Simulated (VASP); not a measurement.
# Sc (P6/mmm) in VASP: a series of runs, part 2 of 2

VASP 6.6.1. The steps go on from the part before.

**3. Single point, BLYP (volume scaled by 0.88)**

The input, INCAR:

```
  PREC = Accurate
  ENCUT = 520
  EDIFF = 1E-6
  ISMEAR = -1
  SIGMA = 0.1
  LREAL = False
  LASPH = True
  NELM = 60
  ALGO = Normal
  ISIF = 2
  LWAVE = False
  LCHARG = False
  GGA = B5
  ALDAX = 1.0
  AGGAX = 1.0
  AGGAC = 1.0
  ALDAC = 0.0
  NBANDS = 24
```

The input, KPOINTS:

```
regular mesh
0
Gamma
  8 8 11
```

The input, POSCAR:

```
Sc
1.0
    4.9435469054      0.0000000000      0.0000000000
   -2.4717734527      4.2812372048      0.0000000000
    0.0000000000      0.0000000000      3.1043142242
Sc
3
Direct
    1.0000000000      1.0000000000      0.0000000000
    0.3333333333      0.6666666667      0.5000000000
    0.6666666667      0.3333333333      0.5000000000
```

Potentials or basis: VASP PAW PBE potentials, release 64 (Sc_sv).

Launch:

```sh
> cat potpaw_PBE.64/Sc_sv/POTCAR > POTCAR
> mpirun -np 1 vasp_std > vasp.out
```

OUTCAR:

```text
PREC = Accurate
   ENCUT = 520
   EDIFF = 1E-6
   ISMEAR = -1
   LREAL = False
   LASPH = True
   NELM = 60
   ISIF = 2
   GGA = B5

 ion  position               nearest neighbor table
   1  0.000  0.000  0.000-   2 3.25   3 3.25   2 3.25   3 3.25   2 3.25   2 3.25   3 3.25   3 3.25
                             3 3.25   3 3.25   2 3.25   2 3.25
   2  0.333  0.667  0.500-   3 2.85   3 2.85   3 2.85   1 3.25   1 3.25   1 3.25   1 3.25   1 3.25
                             1 3.25
   3  0.667  0.333  0.500-   2 2.85   2 2.85   2 2.85   1 3.25   1 3.25   1 3.25   1 3.25   1 3.25
                             1 3.25

  LATTYP: Found a hexagonal cell.
 ALAT       =     4.9435469054
 C/A-ratio  =     0.6279528208

  Lattice vectors:

 A1 = (   4.9435469054,   0.0000000000,   0.0000000000)
 A2 = (  -2.4717734527,   4.2812372048,   0.0000000000)
 A3 = (   0.0000000000,   0.0000000000,   3.1043142242)

Analysis of symmetry for initial positions (statically):
=====================================================================
 Subroutine PRICEL returns:
 Original cell was already a primitive cell.

 Routine SETGRP: Setting up the symmetry group for a
 hexagonal supercell.

 Subroutine GETGRP returns: Found 24 space group operations
 (whereof 24 operations were pure point group operations)
 out of a pool of 24 trial point group operations.

The static configuration has the point symmetry D_6h.

Analysis of symmetry for dynamics (positions and initial velocities):
=====================================================================
 Subroutine PRICEL returns:
 Original cell was already a primitive cell.

 Routine SETGRP: Setting up the symmetry group for a
 hexagonal supercell.

 Subroutine GETGRP returns: Found 24 space group operations
 (whereof 24 operations were pure point group operations)
 out of a pool of 24 trial point group operations.

The dynamic configuration has the point symmetry D_6h.

[... 116 lines left out ...]
   EFERMI_NEDOS =   21; number of points for ismear=-14 and -15
   IALGO  =     38    algorithm
   IMIX   =      4    mixing-type and parameters
     AMIX     =   0.40;   BMIX     =  1.00
     AMIX_MAG =   1.60;   BMIX_MAG =  1.00
  volume/ion in A,a.u.               =      21.90       147.79
  Fermi-wavevector in a.u.,A,eV,Ry     =   1.301332  2.459162 23.041007  1.693466
  Thomas-Fermi vector in A             =   2.432473
   LORBIT       =      0    0 simple, 1 ext, 2 COOP (PROOUT), +10 PAW based schemes
   GGA     = B5    functional components
   LHFCALC =     F    Hartree Fock is set to
   AEXX    =    0.0000 exact exchange contribution
   IVDW    =     0    specifies the selected vdW correction
   LEPSILON=     F    determine dielectric tensor
   LRPA    =     F    only Hartree local field effects (RPA)
 non-spin polarized calculation
  energy-cutoff  :      520.00
  volume of cell :       65.70
 maximum number of plane-waves:      1782
 NGX is ok and might be reduce to    40
   NGX = 19   NGY = 19   NGZ = 11

 number of electron      32.9999995 magnetization

 Free energy of the ion-electron system (eV)
  ---------------------------------------------------
  ext. energy  EPLUGINS =         0.00000000
  ---------------------------------------------------
  free energy    TOTEN  =       -15.72161407 eV

  energy without entropy =      -15.54272072  energy(sigma->0) =      -15.63216739

 E-fermi :   4.7825     XC(G=0):  -9.8630

 val. band max:        4.7670733225   @ k =   0.0000   0.0000   0.0909
 cond. band min:       4.7876454162   @ k =   0.2500   0.0000   0.0909
 fundamental gap:      0.0205720937
 Fermi energy:         4.7824851291

 k-point     1 :       0.0000    0.0000    0.0000
  band No.  band energies     occupation
      1     -44.2060      2.00000
      2     -44.0940      2.00000
      3     -44.0359      2.00000
      4     -23.1727      2.00000
      5     -23.1727      2.00000
      6     -23.0111      2.00000
[... 637 lines left out ...]
     23       7.1793      0.00000
     24       7.6985      0.00000

 [... further k-points ...]

------------------------ aborting loop because EDIFF is reached ----------------------------------------

  FORCE on cell =-STRESS in cart. coord.  units (eV):
  Direction    XX          YY          ZZ          XY          YZ          ZX
  --------------------------------------------------------------------------------------
  -------------------------------------------------------------------------------------
  Total        3.3061447      3.3061447      3.2486790      0.0000000      0.0000000      0.0000000
  in kB       80.6229731     80.6229731     79.2216261      0.0000000      0.0000000      0.0000000
  external PRESSURE =      80.1558575 kB  Pullay stress =       0.0000000 kB

 VOLUME and BASIS-vectors are now :
 -----------------------------------------------------------------------------
  energy-cutoff  :      520.00
  volume of cell :       65.70
      direct lattice vectors                 reciprocal lattice vectors
     4.943546905  0.000000000  0.000000000     0.202283911  0.116788670  0.000000000
    -2.471773453  4.281237205  0.000000000     0.000000000  0.233577340  0.000000000
     0.000000000  0.000000000  3.104314224     0.000000000  0.000000000  0.322132338

 POSITION                                       TOTAL-FORCE (eV/Angst)
 -----------------------------------------------------------------------------------
      0.00000      0.00000      0.00000         0.000000      0.000000      0.000000
     -0.00000      2.85416      1.55216        -0.000000     -0.000000      0.000000
      2.47177      1.42708      1.55216         0.000000      0.000000      0.000000
 -----------------------------------------------------------------------------------
    total drift:                               -0.000000      0.000000      0.000000

  FREE ENERGIE OF THE ION-ELECTRON SYSTEM (eV)
  ---------------------------------------------------
  free  energy   TOTEN  =       -15.7216140711 eV

  energy  without entropy=      -15.5427207184  energy(sigma->0) =      -15.63216739
```

Wall time 47 s (1 thread of Intel Xeon 6975P-C (Granite Rapids), shared host); peak memory 0.22 GiB.

Results:

```
Free energy : -15.7216 eV
Pressure    : 8.0 GPa
```

Stress tensor (GPa, compression positive):
```
8.06 0.00 0.00
0.00 8.06 0.00
0.00 0.00 7.92
```

Levels at points of the mesh, in eV from the Fermi level:
```
           k point  band 13  band 14  band 15  band 16  band 17  band 18  band 19  band 20
(0.00, 0.00, 0.00)    -5.12    -0.94     0.05     0.05     0.07     0.07     0.79     1.70
(0.50, 0.00, 0.00)    -2.96    -2.87    -1.70     0.43     0.58     0.62     1.01     1.21
```

Caveat: the PAW data sets were made with another functional, which shifts forces and pressure a little.

**4. Single point, BLYP (volume scaled by 0.92)**

INCAR: that of step 3 with these lines changed.

```diff
@@ -2,3 +2,3 @@
   ENCUT = 520
-  EDIFF = 1E-6
+  EDIFF = 1E-7
   ISMEAR = -1
@@ -7,3 +7,3 @@
   LASPH = True
-  NELM = 60
+  NELM = 100
   ALGO = Normal
```

The input, KPOINTS:

```
Automatic mesh
0
Gamma
  8 8 11
```

The input, POSCAR:

```
Sc
1.0
    5.0173420671      0.0000000000      0.0000000000
   -2.5086710336      4.3451456896      0.0000000000
    0.0000000000      0.0000000000      3.1506541042
Sc
3
Direct
    1.0000000000      1.0000000000      0.0000000000
    0.3333333333      0.6666666667      0.5000000000
    0.6666666667      0.3333333333      0.5000000000
```

Launch:

```sh
> cat potpaw_PBE.64/Sc_sv/POTCAR > POTCAR
> mpirun -np 1 vasp_std > vasp.out
```

Run time: 58 s. Hardware: 1 thread of Intel Xeon 6975P-C (Granite Rapids), shared host; peak memory 0.22 GiB.

The run converged. Its results:

```
Free energy : -15.8420 eV
Pressure    : 4.9 GPa
```

Levels at points of the mesh, in eV from the Fermi level:
| k point | band 14 | band 15 | band 16 | band 17 | band 18 | band 19 |
| --- | --- | --- | --- | --- | --- | --- |
| (0.00, 0.00, 0.00) | -0.87 | 0.02 | 0.02 | 0.05 | 0.05 | 0.74 |
| (0.50, 0.00, 0.00) | -2.89 | -1.64 | 0.43 | 0.57 | 0.61 | 0.99 |

Caveat: the PAW data sets were made with another functional, which shifts forces and pressure a little.

**5. Single point, BLYP (volume scaled by 0.96)**

The input, INCAR:

```
AGGAC = 1.0 ; AGGAX = 1.0
ALDAC = 0.0 ; ALDAX = 1.0
ALGO = Normal ; EDIFF = 1E-6
ENCUT = 520 ; GGA = B5
ISIF = 2 ; ISMEAR = -1
LASPH = T ; LCHARG = F
LREAL = F ; LWAVE = F
NBANDS = 24 ; NELM = 100
PREC = Accurate ; SIGMA = 0.1
```

The input, KPOINTS:

```
k-points
0
Gamma
  8 8 11
```

The input, POSCAR:

```
Sc
1.0
    5.0890280676      0.0000000000      0.0000000000
   -2.5445140338      4.4072275871      0.0000000000
    0.0000000000      0.0000000000      3.1956695303
Sc
3
Direct
    1.0000000000      1.0000000000      0.0000000000
    0.3333333333      0.6666666667      0.5000000000
    0.6666666667      0.3333333333      0.5000000000
```

Potentials or basis: VASP PAW PBE potentials, release 64 (Sc_sv).

Launch:

```sh
> cat potpaw_PBE.64/Sc_sv/POTCAR > POTCAR
> mpirun -np 1 vasp_std > vasp.out
```

OUTCAR:

```text
EDIFF = 1E-6
   ENCUT = 520
   GGA = B5
   ISIF = 2
   ISMEAR = -1
   LASPH = T
   LREAL = F
   NELM = 100
   PREC = Accurate

 ion  position               nearest neighbor table
   1  0.000  0.000  0.000-   2 3.34   3 3.34   2 3.34   3 3.34   2 3.34   2 3.34   3 3.34   3 3.34
                             3 3.34   3 3.34   2 3.34   2 3.34
   2  0.333  0.667  0.500-   3 2.94   3 2.94   3 2.94   1 3.34   1 3.34   1 3.34   1 3.34   1 3.34
                             1 3.34
   3  0.667  0.333  0.500-   2 2.94   2 2.94   2 2.94   1 3.34   1 3.34   1 3.34   1 3.34   1 3.34
                             1 3.34

  LATTYP: Found a hexagonal cell.
 ALAT       =     5.0890280676
 C/A-ratio  =     0.6279528208

  Lattice vectors:

 A1 = (   5.0890280676,   0.0000000000,   0.0000000000)
 A2 = (  -2.5445140338,   4.4072275871,   0.0000000000)
 A3 = (   0.0000000000,   0.0000000000,   3.1956695303)

Analysis of symmetry for initial positions (statically):
=====================================================================
 Subroutine PRICEL returns:
 Original cell was already a primitive cell.

 Routine SETGRP: Setting up the symmetry group for a
[... 168 lines left out ...]
  energy without entropy =      -15.71652158  energy(sigma->0) =      -15.81241384

 E-fermi :   4.2526     XC(G=0):  -9.5115

 val. band max:        4.2429727340   @ k =   0.1250   0.1250   0.1818
 cond. band min:       4.2560365966   @ k =   0.0000   0.0000   0.0000
 fundamental gap:      0.0130638627
 Fermi energy:         4.2525832418

 k-point     1 :       0.0000    0.0000    0.0000
  band No.  band energies     occupation
      1     -44.9419      2.00000
      2     -44.8771      2.00000
      3     -44.8112      2.00000
      4     -23.8485      2.00000
      5     -23.8485      2.00000
      6     -23.7465      2.00000
[... 637 lines left out ...]
     23       6.4495      0.00000
     24       6.9144      0.00000

 [... further k-points ...]

------------------------ aborting loop because EDIFF is reached ----------------------------------------

  FORCE on cell =-STRESS in cart. coord.  units (eV):
  Direction    XX          YY          ZZ          XY          YZ          ZX
  --------------------------------------------------------------------------------------
  -------------------------------------------------------------------------------------
  Total        0.9965928      0.9965928      0.9748018      0.0000000     -0.0000000      0.0000000
  in kB       22.2774831     22.2774831     21.7903752      0.0000000     -0.0000000      0.0000000
  external PRESSURE =      22.1151138 kB  Pullay stress =       0.0000000 kB

 VOLUME and BASIS-vectors are now :
 -----------------------------------------------------------------------------
  energy-cutoff  :      520.00
  volume of cell :       71.67
      direct lattice vectors                 reciprocal lattice vectors
     5.089028068  0.000000000  0.000000000     0.196501176  0.113450007  0.000000000
    -2.544514034  4.407227587  0.000000000     0.000000000  0.226900014  0.000000000
     0.000000000  0.000000000  3.195669530     0.000000000  0.000000000  0.312923471

 POSITION                                       TOTAL-FORCE (eV/Angst)
 -----------------------------------------------------------------------------------
      0.00000      0.00000      0.00000        -0.000000      0.000000      0.000000
     -0.00000      2.93815      1.59783         0.000000     -0.000000      0.000000
      2.54451      1.46908      1.59783        -0.000000      0.000000     -0.000000
 -----------------------------------------------------------------------------------
    total drift:                                0.000000      0.000000      0.000000

  FREE ENERGIE OF THE ION-ELECTRON SYSTEM (eV)
  ---------------------------------------------------
  free  energy   TOTEN  =       -15.9083061114 eV

  energy  without entropy=      -15.7165215751  energy(sigma->0) =      -15.81241384
```

OSZICAR:

```text
N       E                     dE             d eps       ncg     rms          rms(c)
DAV:   1     0.548723512193E+03    0.54872E+03   -0.14301E+04  2880   0.143E+03
DAV:   2     0.579789140241E+01   -0.54293E+03   -0.53434E+03  3648   0.643E+02
DAV:   3    -0.169418639390E+02   -0.22740E+02   -0.21750E+02  4616   0.174E+02
DAV:   4    -0.175883412167E+02   -0.64648E+00   -0.63279E+00  4880   0.286E+01
DAV:   5    -0.176014964963E+02   -0.13155E-01   -0.13133E-01  4624   0.463E+00    0.926E+00
DAV:   6    -0.160951284078E+02    0.15064E+01   -0.35595E+00  4000   0.193E+01    0.271E+00
DAV:   7    -0.159242010204E+02    0.17093E+00   -0.76382E-01  4320   0.868E+00    0.101E+00
DAV:   8    -0.159144725680E+02    0.97285E-02   -0.69019E-02  4768   0.322E+00    0.655E-01
DAV:   9    -0.159082717767E+02    0.62008E-02   -0.28437E-02  4856   0.208E+00    0.149E-01
DAV:  10    -0.159081913573E+02    0.80419E-04   -0.34968E-03  4400   0.676E-01    0.395E-02
DAV:  11    -0.159082856987E+02   -0.94341E-04   -0.19679E-04  4608   0.138E-01    0.167E-02
DAV:  12    -0.159083067883E+02   -0.21090E-04   -0.34853E-05  3968   0.576E-02    0.710E-03
DAV:  13    -0.159083061114E+02    0.67693E-06   -0.84362E-06  4088   0.251E-02
   1 F= -.15908306E+02 E0= -.15812414E+02  d E =-.191785E+00
```

Wall time 50 s (1 thread of Intel Xeon 6975P-C (Granite Rapids), shared host); peak memory 0.23 GiB.

Results:

```yaml
Free_energy: -15.9083 eV
Pressure: 2.2 GPa
```

Levels at points of the mesh, in eV from the Fermi level:
| k point | band 14 | band 15 | band 16 | band 17 | band 18 | band 19 |
| --- | --- | --- | --- | --- | --- | --- |
| (0.00, 0.00, 0.00) | -0.81 | 0.00 | 0.00 | 0.02 | 0.02 | 0.70 |
| (0.50, 0.00, 0.00) | -2.90 | -1.59 | 0.43 | 0.56 | 0.60 | 0.95 |

Caveat: the PAW data sets were made with another functional, which shifts forces and pressure a little.

**6. Single point, BLYP**

The input, INCAR:

```
PREC     = Accurate       # precision mode
ENCUT    = 520            # plane-wave cutoff, eV
EDIFF    = 1E-7           # SCF threshold, eV
ISMEAR   = -1             # smearing method
SIGMA    = 0.1            # smearing width, eV
LREAL    = False          # projectors in reciprocal space
LASPH    = True           # aspherical terms in the spheres
NELM     = 100            # most SCF steps
ALGO     = Normal         # electronic algorithm
ISIF     = 2              # what is computed and relaxed
LWAVE    = False          # write WAVECAR
LCHARG   = False          # write CHGCAR
GGA      = B5             # functional
ALDAX    = 1.0          
AGGAX    = 1.0          
AGGAC    = 1.0          
ALDAC    = 0.0          
NBANDS   = 24             # bands
```

The input, KPOINTS:

```
Automatic mesh
0
Gamma
  8 8 11
```

The input, POSCAR:

```
Sc
1.0
    5.1587494447      0.0000000000      0.0000000000
   -2.5793747223      4.4676080708      0.0000000000
    0.0000000000      0.0000000000      3.2394512658
Sc
3
Direct
    1.0000000000      1.0000000000      0.0000000000
    0.3333333333      0.6666666667      0.5000000000
    0.6666666667      0.3333333333      0.5000000000
```

Potentials or basis: VASP PAW PBE potentials, release 64 (Sc_sv).

Launch:

```sh
> cat potpaw_PBE.64/Sc_sv/POTCAR > POTCAR
> mpirun -np 1 vasp_std > vasp.out
```

It took 55 s on 1 thread of Intel Xeon 6975P-C (Granite Rapids), shared host; peak memory 0.22 GiB.

The run converged. Its results:

```
Free energy : -15.9295 eV
Pressure    : 0.0 GPa
```

Levels at points of the mesh, in eV from the Fermi level:
```tsv
k point	band 14	band 15	band 16	band 17	band 18	band 19
(0.00, 0.00, 0.00)	-0.76	-0.01	-0.01	0.00	0.00	0.65
(0.50, 0.00, 0.00)	-2.90	-1.54	0.42	0.55	0.59	0.85
```

Caveat: the PAW data sets were made with another functional, which shifts forces and pressure a little.

**7. Summary**

| cell | k mesh | gap on the mesh (eV) | pressure (GPa) |
| --- | --- | --- | --- |
| a = 5.159, b = 5.159, c = 3.239 Å, angles 90.0, 90.0, 120.0°, 3 atoms | 7 × 7 × 10 | none | 0.0 |
| a = 4.944, b = 4.944, c = 3.104 Å, angles 90.0, 90.0, 120.0°, 3 atoms | 8 × 8 × 11 | none | 8.0 |
| a = 5.017, b = 5.017, c = 3.151 Å, angles 90.0, 90.0, 120.0°, 3 atoms | 8 × 8 × 11 | none | 4.9 |
| a = 5.089, b = 5.089, c = 3.196 Å, angles 90.0, 90.0, 120.0°, 3 atoms | 8 × 8 × 11 | none | 2.2 |
| a = 5.159, b = 5.159, c = 3.239 Å, angles 90.0, 90.0, 120.0°, 3 atoms | 8 × 8 × 11 | none | 0.0 |

Alike in all rows: task single point; level BLYP; potentials or basis VASP PAW PBE potentials, release 64 (Sc_sv); no spin polarisation; cutoff (eV) 520; smearing fermi-dirac 0.1 eV.

Caveats: the PAW data sets were made with another functional, which shifts forces and pressure a little.

Total energies depend on the potentials used, so only differences within one code and one set of settings carry meaning.
